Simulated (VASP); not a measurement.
# Re (Pm-3m) in VASP: further runs

The runs below take Re through single point, with PBE.

All numbers are computed with VASP 6.6.1; they aren't measurements. Logs are shortened: lines on timing, memory, paths and dates and some standing lists are left out, and cuts for length are marked.

### 1 The cell of the first run

The structure is cubic, space group Pm-3m (No. 221). Conventional cell: a = 2.478 Å, b = 2.478 Å, c = 2.478 Å, α = 90.00°, β = 90.00°, γ = 90.00°. Re (site symmetry m-3m) has 6 Re at 2.48 Å within 3.3 Å.

### 2 Single point, PBE

INCAR reads:

```
SYSTEM = Re
  ALGO = Normal
  EDIFF = 1E-6
  ENCUT = 520
  GGA = PE
  ISIF = 2
  ISMEAR = 1
  LASPH = .TRUE.
  LCHARG = .FALSE.
  LREAL = .FALSE.
  LWAVE = .FALSE.
  NBANDS = 10
  NELM = 80
  PREC = Accurate
  SIGMA = 0.1
```

KPOINTS reads:

```
k-points
0
G
  10 10 10
  0 0 0
```

POSCAR reads:

```
Re
1.0
    2.4779729483      0.0000000000      0.0000000000
    0.0000000000      2.4779729483      0.0000000000
    0.0000000000      0.0000000000      2.4779729483
Re
1
Direct
    0.0000000000      0.0000000000      0.0000000000
```

Potentials or basis: VASP PAW PBE potentials, release 64 (Re).

The run is started by

```console
$ cat potpaw_PBE.64/Re/POTCAR > POTCAR
$ mpirun -np 1 vasp_std > vasp.out
```

OUTCAR:

```text
SYSTEM = Re
   EDIFF = 1E-6
   ENCUT = 520
   GGA = PE
   ISIF = 2
   ISMEAR = 1
   LASPH = .TRUE.
   LREAL = .FALSE.
   NELM = 80
   PREC = Accurate

 ion  position               nearest neighbor table
   1  0.000  0.000  0.000-

  LATTYP: Found a simple cubic cell.
 ALAT       =     2.4779729483

  Lattice vectors:

 A1 = (   2.4779729483,   0.0000000000,   0.0000000000)
 A2 = (   0.0000000000,   2.4779729483,   0.0000000000)
 A3 = (   0.0000000000,   0.0000000000,   2.4779729483)

Analysis of symmetry for initial positions (statically):
=====================================================================
 Subroutine PRICEL returns:
 Original cell was already a primitive cell.

 Routine SETGRP: Setting up the symmetry group for a
 simple cubic supercell.

 Subroutine GETGRP returns: Found 48 space group operations
 (whereof 48 operations were pure point group operations)
 out of a pool of 48 trial point group operations.

The static configuration has the point symmetry O_h .

Analysis of symmetry for dynamics (positions and initial velocities):
=====================================================================
 Subroutine PRICEL returns:
 Original cell was already a primitive cell.

 Routine SETGRP: Setting up the symmetry group for a
 simple cubic supercell.

 Subroutine GETGRP returns: Found 48 space group operations
 (whereof 48 operations were pure point group operations)
 out of a pool of 48 trial point group operations.

The dynamic configuration has the point symmetry O_h .

 Subroutine INISYM returns: Found 48 space group operations
 (whereof 48 operations are pure point group operations),
 and found     1 'primitive' translations

----------------------------------------------------------------------------------------

                                     Primitive cell

  volume of cell :      15.2156

  direct lattice vectors                    reciprocal lattice vectors
     2.477972948  0.000000000  0.000000000     0.403555657  0.000000000  0.000000000
     0.000000000  2.477972948  0.000000000     0.000000000  0.403555657  0.000000000
     0.000000000  0.000000000  2.477972948     0.000000000  0.000000000  0.403555657

  length of vectors
     2.477972948  2.477972948  2.477972948     0.403555657  0.403555657  0.403555657

  position of ions in fractional coordinates (direct lattice)
     0.000000000  0.000000000  0.000000000

  ion indices of the primitive-cell ions
   primitive index   ion index
                 1           1

----------------------------------------------------------------------------------------

 KPOINTS: k-points

Automatic generation of k-mesh.
 Grid dimensions read from file:
 generate k-points for:   10   10   10

 Generating k-lattice:

  Cartesian coordinates                     Fractional coordinates (reciprocal lattice)
     0.040355566  0.000000000  0.000000000     0.100000000  0.000000000  0.000000000
     0.000000000  0.040355566  0.000000000     0.000000000  0.100000000  0.000000000
     0.000000000  0.000000000  0.040355566     0.000000000  0.000000000  0.100000000

  Length of vectors
     0.040355566  0.040355566  0.040355566

  Shift w.r.t. Gamma in fractional coordinates (k-lattice)
     0.000000000  0.000000000  0.000000000

 Subroutine IBZKPT returns following result:
 ===========================================

 Found     56 irreducible k-points:

 Following reciprocal coordinates:
            Coordinates               Weight
  0.000000  0.000000  0.000000      1.000000
  0.100000  0.000000  0.000000      6.000000
  0.200000  0.000000  0.000000      6.000000
  0.300000  0.000000  0.000000      6.000000
  0.400000  0.000000  0.000000      6.000000
  0.500000  0.000000  0.000000      3.000000
[... 16 lines left out ...]
  0.200000  0.100000  0.100000     24.000000
  0.300000  0.100000  0.100000     24.000000
 [... further k-points ...]
   k-points           NKPTS =     56   k-points in BZ     NKDIM =     56   number of bands    NBANDS=     10
   number of dos      NEDOS =    301   number of ions     NIONS =      1
   total plane-waves  NPLWV =   5832
   dimension x,y,z NGX =    18 NGY =   18 NGZ =   18
   dimension x,y,z NGXF=    36 NGYF=   36 NGZF=   36
   ions per type =               1
   NGX,Y,Z   is equivalent  to a cutoff of  12.08, 12.08, 12.08 a.u.
   NGXF,Y,Z  is equivalent  to a cutoff of  24.15, 24.15, 24.15 a.u.
 SYSTEM =  Re
   PREC   = accura    normal or accurate (medium, high low for compatibility)
   ISTART =      0    job   : 0-new  1-cont  2-samecut
   ICHARG =      2    charge: 1-file 2-atom 10-const
   ISPIN  =      1    spin polarized calculation?
   LNONCOLLINEAR =      F non collinear calculations
   LSORBIT =      F    spin-orbit coupling
   LASPH  =      T    aspherical Exc in radial PAW
   ENCUT  =  520.0 eV  38.22 Ry    6.18 a.u.   4.61  4.61  4.61*2*pi/ulx,y,z
   NELM   =     80;   NELMIN=  2; NELMDL= -5     # of ELM steps
   EDIFF  = 0.1E-05   stopping-criterion for ELM
   LREAL  =      F    real-space projection
   EDIFFG = 0.1E-04   stopping-criterion for IOM
   NSW    =      0    number of steps for IOM
   IBRION =     -1    ionic relax: 0-MD 1-quasi-New 2-CG
   NFREE  =      0    steps in history (QN), initial steepest desc. (CG)
   ISIF   =      2    stress and relaxation
   ISYM   =      2    0-nonsym 1-usesym 2-fastsym
   POTIM  = 0.5000    time-step for ionic-motion
   TEBEG  =    0.0;   TEEND  =   0.0 temperature during run
   PSTRESS=    0.0 pullay stress
   NELECT =       7.0000    total number of electrons
   NUPDOWN=      -1.0000    fix difference up-down
   EMIN   =  10.00;   EMAX   =-10.00  energy-range for DOS
   EFERMI =   0.00;   METHOD = LEGACY
   ISMEAR =     1;   SIGMA  =   0.10  broadening in eV -4-tet -1-fermi 0-gaus
   EFERMI_NEDOS =   21; number of points for ismear=-14 and -15
   IALGO  =     38    algorithm
   IMIX   =      4    mixing-type and parameters
     AMIX     =   0.40;   BMIX     =  1.00
     AMIX_MAG =   1.60;   BMIX_MAG =  1.00
  volume/ion in A,a.u.               =      15.22       102.68
  Fermi-wavevector in a.u.,A,eV,Ry     =   1.263798  2.388232 21.731022  1.597185
  Thomas-Fermi vector in A             =   2.397136
   LORBIT       =      0    0 simple, 1 ext, 2 COOP (PROOUT), +10 PAW based schemes
   GGA     = PE    functional components
   LHFCALC =     F    Hartree Fock is set to
   AEXX    =    0.0000 exact exchange contribution
   IVDW    =     0    specifies the selected vdW correction
   LEPSILON=     F    determine dielectric tensor
   LRPA    =     F    only Hartree local field effects (RPA)
 non-spin polarized calculation
 Methfessel and Paxton  Order N= 1 SIGMA  =   0.10
  energy-cutoff  :      520.00
  volume of cell :       15.22
 maximum number of plane-waves:       437
   NGX =  9   NGY =  9   NGZ =  9

 number of electron       7.0000003 magnetization

 Free energy of the ion-electron system (eV)
  ---------------------------------------------------
  ext. energy  EPLUGINS =         0.00000000
  ---------------------------------------------------
  free energy    TOTEN  =       -10.88097021 eV

  energy without entropy =      -10.88152401  energy(sigma->0) =      -10.88115481

 E-fermi :   7.9661     XC(G=0): -13.3879

 val. band max:        7.9528726749   @ k =   0.5000   0.3000   0.0000
 cond. band min:       8.1531711240   @ k =   0.3000   0.2000   0.0000
 fundamental gap:      0.2002984491
 Fermi energy:         7.9660743479

 k-point     1 :       0.0000    0.0000    0.0000
  band No.  band energies     occupation
      1      -1.9406      2.00000
      2       1.8555      2.00000
      3       1.8555      2.00000
      4      12.2195      0.00000
      5      12.2195      0.00000
      6      12.2195      0.00000
      7      24.4228      0.00000
      8      24.4228      0.00000
      9      24.4228      0.00000
     10      30.9945      0.00000

 k-point     2 :       0.1000    0.0000    0.0000
  band No.  band energies     occupation
      1      -1.5765      2.00000
      2       1.9489      2.00000
      3       2.2834      2.00000
      4      11.6359      0.00000
      5      11.6359      0.00000
      6      12.2625      0.00000
      7      22.6448      0.00000
      8      25.2035      0.00000
      9      25.2035      0.00000
     10      31.3187      0.00000

 k-point     3 :       0.2000    0.0000    0.0000
  band No.  band energies     occupation
      1      -0.6806      2.00000
      2       2.2023      2.00000
      3       3.5507      2.00000
      4      10.3543      0.00000
      5      10.3543      0.00000
      6      12.3767      0.00000
      7      19.8729      0.00000
      8      27.0235      0.00000
      9      27.0235      0.00000
     10      28.1330      0.00000

 k-point     4 :       0.3000    0.0000    0.0000
  band No.  band energies     occupation
      1       0.3848      2.00000
      2       2.5362      2.00000
      3       5.3071      2.00000
      4       9.0713     -0.00000
      5       9.0713     -0.00000
      6      12.5209      0.00000
      7      17.8869      0.00000
      8      25.6089      0.00000
      9      29.0908      0.00000
     10      29.0908      0.00000
[... 222 lines left out ...]
 k-point    22 :       0.1000    0.1000    0.1000
  band No.  band energies     occupation
      1      -0.8305      2.00000
      2       2.6237      2.00000
      3       2.6237      2.00000
      4      10.8703      0.00000
      5      11.1768      0.00000
      6      11.1768      0.00000
      7      23.4680      0.00000
      8      24.4656      0.00000
      9      24.4656      0.00000
     10      32.2494      0.00000

 k-point    23 :       0.2000    0.1000    0.1000
  band No.  band energies     occupation
      1       0.0758      2.00000
      2       2.8755      2.00000
      3       3.8369      2.00000
      4       9.7265     -0.00000
      5       9.7985     -0.00000
      6      11.2594      0.00000
      7      21.2606      0.00000
      8      25.2080      0.00000
      9      26.1293      0.00000
     10      29.9291      0.00000

 k-point    24 :       0.3000    0.1000    0.1000
  band No.  band energies     occupation
      1       1.1346      2.00000
      2       3.2161      2.00000
      3       5.2099      2.00000
      4       8.4193     -0.00000
      5       9.0580     -0.00000
      6      11.4428      0.00000
      7      19.0416      0.00000
      8      26.2701      0.00000
      9      26.5619      0.00000
     10      29.7303      0.00000

 [... further k-points ...]

------------------------ aborting loop because EDIFF is reached ----------------------------------------

  FORCE on cell =-STRESS in cart. coord.  units (eV):
  Direction    XX          YY          ZZ          XY          YZ          ZX
  --------------------------------------------------------------------------------------
  -------------------------------------------------------------------------------------
  Total        3.6870082      3.6870082      3.6870082     -0.0000000      0.0000000     -0.0000000
  in kB      388.2352794    388.2352794    388.2352794     -0.0000000      0.0000000     -0.0000000
  external PRESSURE =     388.2352794 kB  Pullay stress =       0.0000000 kB

 VOLUME and BASIS-vectors are now :
 -----------------------------------------------------------------------------
  energy-cutoff  :      520.00
  volume of cell :       15.22
      direct lattice vectors                 reciprocal lattice vectors
     2.477972948  0.000000000  0.000000000     0.403555657  0.000000000  0.000000000
     0.000000000  2.477972948  0.000000000     0.000000000  0.403555657  0.000000000
     0.000000000  0.000000000  2.477972948     0.000000000  0.000000000  0.403555657

 POSITION                                       TOTAL-FORCE (eV/Angst)
 -----------------------------------------------------------------------------------
      0.00000      0.00000      0.00000         0.000000      0.000000      0.000000
 -----------------------------------------------------------------------------------
    total drift:                               -0.000000      0.000000      0.000000

  FREE ENERGIE OF THE ION-ELECTRON SYSTEM (eV)
  ---------------------------------------------------
  free  energy   TOTEN  =       -10.8809702103 eV

  energy  without entropy=      -10.8815240142  energy(sigma->0) =      -10.88115481
```

Wall time 4.8 s (1 thread of Intel Xeon Platinum 8488C (Sapphire Rapids), shared host); peak memory 0.12 GiB.

What came out:

| Item | Value |
| --- | --- |
| Free energy | -10.8810 eV |
| Pressure | 38.8 GPa |

Levels at points of the mesh, in eV from the Fermi level:
| k point | band 1 | band 2 | band 3 | band 4 | band 5 | band 6 | band 7 |
| --- | --- | --- | --- | --- | --- | --- | --- |
| (0.00, 0.00, 0.00) | -9.91 | -6.11 | -6.11 | 4.25 | 4.25 | 4.25 | 16.46 |
| (0.50, 0.00, 0.00) | -6.25 | -5.02 | -1.04 | -0.09 | -0.09 | 4.72 | 9.86 |
| (0.50, 0.50, 0.00) | -7.37 | -4.20 | 0.78 | 0.78 | 5.30 | 5.30 | 7.36 |
| (0.50, 0.50, 0.50) | -5.54 | -5.54 | -5.54 | 7.68 | 7.69 | 7.69 | 13.26 |

Caveat: spin-orbit coupling is left out, which moves the levels of the heavy elements.

### 3 Single point, PBE

This run uses another cell than the first one, of 14.57 Å³/atom, 0.958 times its volume.

INCAR reads:

```
SYSTEM = Re
ALGO = Normal ; EDIFF = 1E-7
ENCUT = 520 ; GGA = PE
ISIF = 2 ; ISMEAR = 1
LASPH = .True. ; LCHARG = .True.
LELF = .True. ; LREAL = .False.
LVHAR = .True. ; LWAVE = .False.
NBANDS = 10 ; NELM = 100
PREC = Accurate ; SIGMA = 0.1
```

KPOINTS reads:

```
k-points
0
Gamma
  10 10 10
  0 0 0
```

POSCAR reads:

```
Re
1.0
    2.4425300391      0.0000000000      0.0000000000
    0.0000000000      2.4425300391      0.0000000000
    0.0000000000      0.0000000000      2.4425300391
Re
1
Direct
    0.0000000000      0.0000000000      0.0000000000
```

Potentials or basis: VASP PAW PBE potentials, release 64 (Re).

The run is started by

```console
$ cat potpaw_PBE.64/Re/POTCAR > POTCAR
$ mpirun -np 1 vasp_std > vasp.out
```

Wall time 5.4 s (1 thread of Intel Xeon Platinum 8488C (Sapphire Rapids), shared host); peak memory 0.12 GiB.

It converged, with:

```yaml
Free_energy: -10.6863 eV
Pressure: 58.7 GPa
```

Levels at points of the mesh, in eV from the Fermi level:
| k point | band 1 | band 2 | band 3 | band 4 | band 5 | band 6 | band 7 |
| --- | --- | --- | --- | --- | --- | --- | --- |
| (0.00, 0.00, 0.00) | -10.28 | -6.53 | -6.53 | 4.46 | 4.46 | 4.46 | 16.79 |
| (0.50, 0.00, 0.00) | -6.52 | -5.37 | -1.15 | -0.20 | -0.20 | 4.97 | 10.39 |
| (0.50, 0.50, 0.00) | -7.92 | -4.44 | 0.74 | 0.74 | 5.45 | 5.45 | 7.78 |
| (0.50, 0.50, 0.50) | -5.98 | -5.98 | -5.98 | 7.43 | 8.14 | 8.14 | 13.89 |

Caveat: spin-orbit coupling is left out, which moves the levels of the heavy elements.

[end of part 1 of 2]
